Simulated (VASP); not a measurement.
# Bi2Te3 in VASP: notebook

Runs on Bi2Te3. Level: PBE. Tasks: single point.

All numbers are computed with VASP 6.6.1; they aren't measurements. Logs are shortened: lines on timing, memory, paths and dates and some standing lists are left out, and cuts for length are marked.

**The experiment to reproduce.**

From “Vacancy and Antisite-Induced Ferromagnetism in Liquid-Phase Exfoliated Bi2Te3”, 2024, arxiv:2412.10539, for a bulk crystal of Bi2Te3: band gap 0.17 eV.

The results are compared with them further down.

## 1. The cell of the first run

It takes space group R-3m (No. 166, trigonal). Conventional cell: a = 4.469 Å, b = 4.469 Å, c = 29.570 Å, α = 90.00°, β = 90.00°, γ = 120.00°. Bi (site symmetry 3m) has 3 Te at 3.14 Å and 3 Bi at 3.42 Å within 4.1 Å. Within 4.6 Å of Te (site symmetry -3m) lie 12 Te at 3.27 to 4.47 Å and 6 Bi at 4.60 Å. Within 4.1 Å of Te (site symmetry 3m) lie 3 Bi at 3.14 Å and 3 Te at 3.27 Å.

## 2. Single point, PBE

INCAR reads:

```
PREC = Accurate ; ENCUT = 520
EDIFF = 1E-6 ; ISMEAR = 0
SIGMA = 0.1 ; LREAL = False
LASPH = True ; NELM = 100
ALGO = Normal ; ISIF = 2
LWAVE = False ; LCHARG = False
GGA = PE ; NBANDS = 32
```

KPOINTS reads:

```
regular mesh
0
Gamma
  9 9 9
```

POSCAR reads:

```
Bi2Te3
1.0
    2.2344065517      1.2900352241      9.8566645561
   -2.2344065517      1.2900352241      9.8566645561
    0.0000000000     -2.5800704482      9.8566645561
Bi Te
2 3
Direct
    0.8096681881      0.8096681881      0.8096681881
    0.4003317537      0.4003317537      0.4003317537
    0.6050004693      0.6050004693      0.6050004693
    0.2035891323      0.2035891323      0.2035891323
    0.0064104565      0.0064104565      0.0064104565
```

Potentials or basis: VASP PAW PBE potentials, release 64 (Bi_d, Te).

Started as:

```bash
> cat potpaw_PBE.64/Bi_d/POTCAR potpaw_PBE.64/Te/POTCAR > POTCAR
> mpirun -np 1 vasp_std > vasp.out
```

OUTCAR:

```text
PREC = Accurate
   ENCUT = 520
   EDIFF = 1E-6
   ISMEAR = 0
   LREAL = False
   LASPH = True
   NELM = 100
   ISIF = 2
   GGA = PE

 ion  position               nearest neighbor table
   1  0.810  0.810  0.810-   4 3.14   4 3.14   4 3.14   2 3.42   2 3.42   2 3.42
   2  0.400  0.400  0.400-   5 3.14   5 3.14   5 3.14   1 3.42   1 3.42   1 3.42
   3  0.605  0.605  0.605-   5 3.27   5 3.27   5 3.27   4 3.27   4 3.27   4 3.27
   4  0.204  0.204  0.204-   1 3.14   1 3.14   1 3.14   3 3.27   3 3.27   3 3.27
   5  0.006  0.006  0.006-   2 3.14   2 3.14   2 3.14   3 3.27   3 3.27   3 3.27

  LATTYP: Found a trigonal (rhomboedric) cell.
 ALAT       =    10.1887486812
 COS(alpha) =     0.9038138176

  Lattice vectors:

 A1 = (   2.2344065517,   1.2900352241,   9.8566645561)
 A2 = (  -2.2344065517,   1.2900352241,   9.8566645561)
 A3 = (   0.0000000000,  -2.5800704482,   9.8566645561)

Analysis of symmetry for initial positions (statically):
=====================================================================
 Subroutine PRICEL returns:
 Original cell was already a primitive cell.

 Routine SETGRP: Setting up the symmetry group for a
 trigonal (rhombohedral) supercell.

 Subroutine GETGRP returns: Found 12 space group operations
 (whereof  6 operations were pure point group operations)
 out of a pool of 12 trial point group operations.

The static configuration has the point symmetry C_3v.
 The point group associated with its full space group is D_3d.

Analysis of symmetry for dynamics (positions and initial velocities):
=====================================================================
 Subroutine PRICEL returns:
 Original cell was already a primitive cell.

 Routine SETGRP: Setting up the symmetry group for a
 trigonal (rhombohedral) supercell.

 Subroutine GETGRP returns: Found 12 space group operations
 (whereof  6 operations were pure point group operations)
 out of a pool of 12 trial point group operations.

The dynamic configuration has the point symmetry C_3v.
 The point group associated with its full space group is D_3d.

 Subroutine INISYM returns: Found 12 space group operations
 (whereof  6 operations are pure point group operations),
 and found     1 'primitive' translations

----------------------------------------------------------------------------------------

                                     Primitive cell

  volume of cell :     170.4688

  direct lattice vectors                    reciprocal lattice vectors
     2.234406552  1.290035224  9.856664556     0.223773064  0.129195439  0.033818066
    -2.234406552  1.290035224  9.856664556    -0.223773064  0.129195439  0.033818066
     0.000000000 -2.580070448  9.856664556     0.000000000 -0.258390877  0.033818066

  length of vectors
    10.188748681 10.188748681 10.188748681     0.260594526  0.260594526  0.260594526

  position of ions in fractional coordinates (direct lattice)
     0.809668188  0.809668188  0.809668188
     0.400331754  0.400331754  0.400331754
     0.605000469  0.605000469  0.605000469
     0.203589132  0.203589132  0.203589132
     0.006410456  0.006410456  0.006410456

  ion indices of the primitive-cell ions
   primitive index   ion index
                 1           1
                 2           2
                 3           3
                 4           4
                 5           5

----------------------------------------------------------------------------------------

 KPOINTS: regular mesh

Automatic generation of k-mesh.
 Grid dimensions read from file:
 generate k-points for:    9    9    9

 Generating k-lattice:

  Cartesian coordinates                     Fractional coordinates (reciprocal lattice)
     0.024863674  0.014355049  0.003757563     0.111111111  0.000000000  0.000000000
    -0.024863674  0.014355049  0.003757563     0.000000000  0.111111111  0.000000000
     0.000000000 -0.028710097  0.003757563     0.000000000  0.000000000  0.111111111

  Length of vectors
     0.028954947  0.028954947  0.028954947

  Shift w.r.t. Gamma in fractional coordinates (k-lattice)
     0.000000000  0.000000000  0.000000000

 Subroutine IBZKPT returns following result:
 ===========================================

 Found     85 irreducible k-points:

 Following reciprocal coordinates:
            Coordinates               Weight
  0.000000  0.000000  0.000000      1.000000
  0.111111  0.000000  0.000000      6.000000
  0.222222 -0.000000 -0.000000      6.000000
  0.333333  0.000000 -0.000000      6.000000
  0.444444 -0.000000 -0.000000      6.000000
  0.111111  0.111111  0.000000      6.000000
[... 16 lines left out ...]
 -0.333333  0.333333  0.000000      6.000000
  0.444444  0.444444 -0.000000      6.000000
 [... further k-points ...]
   k-points           NKPTS =     85   k-points in BZ     NKDIM =     85   number of bands    NBANDS=     32
   number of dos      NEDOS =    301   number of ions     NIONS =      5
   total plane-waves  NPLWV = 512000
   dimension x,y,z NGX =    80 NGY =   80 NGZ =   80
   dimension x,y,z NGXF=   160 NGYF=  160 NGZF=  160
   ions per type =               2   3
   NGX,Y,Z   is equivalent  to a cutoff of  13.05, 13.05, 13.05 a.u.
   NGXF,Y,Z  is equivalent  to a cutoff of  26.11, 26.11, 26.11 a.u.
 SYSTEM =  unknown system
   PREC   = accura    normal or accurate (medium, high low for compatibility)
   ISTART =      0    job   : 0-new  1-cont  2-samecut
   ICHARG =      2    charge: 1-file 2-atom 10-const
   ISPIN  =      1    spin polarized calculation?
   LNONCOLLINEAR =      F non collinear calculations
   LSORBIT =      F    spin-orbit coupling
   LASPH  =      T    aspherical Exc in radial PAW
   ENCUT  =  520.0 eV  38.22 Ry    6.18 a.u.  18.94 18.94 18.94*2*pi/ulx,y,z
   NELM   =    100;   NELMIN=  2; NELMDL= -5     # of ELM steps
   EDIFF  = 0.1E-05   stopping-criterion for ELM
   LREAL  =      F    real-space projection
   EDIFFG = 0.1E-04   stopping-criterion for IOM
   NSW    =      0    number of steps for IOM
   IBRION =     -1    ionic relax: 0-MD 1-quasi-New 2-CG
   NFREE  =      0    steps in history (QN), initial steepest desc. (CG)
   ISIF   =      2    stress and relaxation
   ISYM   =      2    0-nonsym 1-usesym 2-fastsym
   POTIM  = 0.5000    time-step for ionic-motion
   TEBEG  =    0.0;   TEEND  =   0.0 temperature during run
   PSTRESS=    0.0 pullay stress
   NELECT =      48.0000    total number of electrons
   NUPDOWN=      -1.0000    fix difference up-down
   EMIN   =  10.00;   EMAX   =-10.00  energy-range for DOS
   EFERMI =   0.00;   METHOD = LEGACY
   ISMEAR =     0;   SIGMA  =   0.10  broadening in eV -4-tet -1-fermi 0-gaus
   EFERMI_NEDOS =   21; number of points for ismear=-14 and -15
   IALGO  =     38    algorithm
   IMIX   =      4    mixing-type and parameters
     AMIX     =   0.40;   BMIX     =  1.00
     AMIX_MAG =   1.60;   BMIX_MAG =  1.00
  volume/ion in A,a.u.               =      34.09       230.08
  Fermi-wavevector in a.u.,A,eV,Ry     =   1.073018  2.027710 15.665301  1.151367
  Thomas-Fermi vector in A             =   2.208805
   LORBIT       =      0    0 simple, 1 ext, 2 COOP (PROOUT), +10 PAW based schemes
   GGA     = PE    functional components
   LHFCALC =     F    Hartree Fock is set to
   AEXX    =    0.0000 exact exchange contribution
   IVDW    =     0    specifies the selected vdW correction
   LEPSILON=     F    determine dielectric tensor
   LRPA    =     F    only Hartree local field effects (RPA)
 non-spin polarized calculation
 Gauss-broadening in eV      SIGMA  =   0.10
  energy-cutoff  :      520.00
  volume of cell :      170.47
 maximum number of plane-waves:      4629
 NGX is ok and might be reduce to    80
   NGX = 37   NGY = 37   NGZ = 37

 number of electron      48.0000001 magnetization

 Free energy of the ion-electron system (eV)
  ---------------------------------------------------
  ext. energy  EPLUGINS =         0.00000000
  ---------------------------------------------------
  free energy    TOTEN  =       -17.15222674 eV

  energy without entropy =      -17.14526832  energy(sigma->0) =      -17.14874753

 E-fermi :   6.2689     XC(G=0):  -9.3459

 val. band max:        6.2419005381   @ k =  -0.2222   0.2222   0.0000
 cond. band min:       6.3212913422   @ k =  -0.1111   0.1111   0.0000
 fundamental gap:      0.0793908041
 Fermi energy:         6.2689260479

 k-point     1 :       0.0000    0.0000    0.0000
  band No.  band energies     occupation
      1     -16.7085      2.00000
      2     -16.7085      2.00000
      3     -16.6593      2.00000
      4     -16.6593      2.00000
      5     -16.6567      2.00000
      6     -16.6120      2.00000
[... 24 lines left out ...]
     31      10.7824      0.00000
     32      11.0917      0.00000

 k-point     2 :       0.1111    0.0000    0.0000
  band No.  band energies     occupation
      1     -16.7079      2.00000
      2     -16.7065      2.00000
      3     -16.6596      2.00000
      4     -16.6569      2.00000
      5     -16.6541      2.00000
      6     -16.6128      2.00000
[... 24 lines left out ...]
     31      10.4248      0.00000
     32      10.9539      0.00000

 k-point     3 :       0.2222   -0.0000   -0.0000
  band No.  band energies     occupation
      1     -16.7065      2.00000
      2     -16.7005      2.00000
      3     -16.6610      2.00000
      4     -16.6506      2.00000
      5     -16.6462      2.00000
      6     -16.6165      2.00000
[... 24 lines left out ...]
     31       9.7945      0.00000
     32      11.3929      0.00000

 k-point     4 :       0.3333    0.0000   -0.0000
  band No.  band energies     occupation
      1     -16.7051      2.00000
      2     -16.6910      2.00000
      3     -16.6621      2.00000
      4     -16.6418      2.00000
      5     -16.6362      2.00000
      6     -16.6266      2.00000
[... 654 lines left out ...]
     31      10.6239      0.00000
     32      12.0104      0.00000

 k-point    23 :      -0.3333    0.3333    0.0000
  band No.  band energies     occupation
      1     -16.7105      2.00000
      2     -16.6568      2.00000
      3     -16.6568      2.00000
      4     -16.6484      2.00000
      5     -16.6343      2.00000
      6     -16.6342      2.00000
[... 24 lines left out ...]
     31      11.6670      0.00000
     32      11.8818      0.00000

 k-point    24 :       0.4444    0.4444   -0.0000
  band No.  band energies     occupation
      1     -16.7043      2.00000
      2     -16.6818      2.00000
      3     -16.6610      2.00000
      4     -16.6424      2.00000
      5     -16.6331      2.00000
      6     -16.6237      2.00000
[... 24 lines left out ...]
     31      10.8070      0.00000
     32      11.9082      0.00000

 [... further k-points ...]
[... 5 lines left out ...]
  --------------------------------------------------------------------------------------
  -------------------------------------------------------------------------------------
  Total       -0.0538306     -0.0538306     -0.0497692      0.0000000      0.0000000     -0.0000000
  in kB       -0.5059347     -0.5059347     -0.4677633      0.0000000      0.0000000     -0.0000000
  external PRESSURE =      -0.4932109 kB  Pullay stress =       0.0000000 kB

 VOLUME and BASIS-vectors are now :
 -----------------------------------------------------------------------------
  energy-cutoff  :      520.00
  volume of cell :      170.47
      direct lattice vectors                 reciprocal lattice vectors
     2.234406552  1.290035224  9.856664556     0.223773064  0.129195439  0.033818066
    -2.234406552  1.290035224  9.856664556    -0.223773064  0.129195439  0.033818066
     0.000000000 -2.580070448  9.856664556     0.000000000 -0.258390877  0.033818066

 POSITION                                       TOTAL-FORCE (eV/Angst)
 -----------------------------------------------------------------------------------
      0.00000      0.00000     23.94188         0.000000      0.000000     -0.000836
      0.00000      0.00000     11.83781         0.000000     -0.000000      0.000836
      0.00000      0.00000     17.88986         0.000000      0.000000      0.000000
      0.00000      0.00000      6.02013         0.000000     -0.000000      0.007300
      0.00000      0.00000      0.18956         0.000000      0.000000     -0.007300
 -----------------------------------------------------------------------------------
    total drift:                                0.000000      0.000000     -0.000404

  FREE ENERGIE OF THE ION-ELECTRON SYSTEM (eV)
  ---------------------------------------------------
  free  energy   TOTEN  =       -17.1522267399 eV

  energy  without entropy=      -17.1452683205  energy(sigma->0) =      -17.14874753
```

Wall time 34 min (1 thread of Intel Xeon Platinum 8259CL at 2.50GHz (Skylake/Cascade Lake), shared host); peak memory 1.1 GiB.

Results:

```
Free energy            : -17.1522 eV
Pressure               : 0.0 GPa
Largest force          : 0.007 eV/Å
Band gap on the k mesh : zero (bands 24 and 25 overlap by 0.02 eV)
```

Forces in eV/Å, atoms in the order of the input:
```
Bi   0.000  0.000 -0.001
Bi   0.000  0.000  0.001
Te   0.000  0.000  0.000
Te   0.000  0.000  0.007
Te   0.000  0.000 -0.007
```

Caveat: spin-orbit coupling is left out, which moves the levels of the heavy elements.

(Part 1 of 2 ends here.)
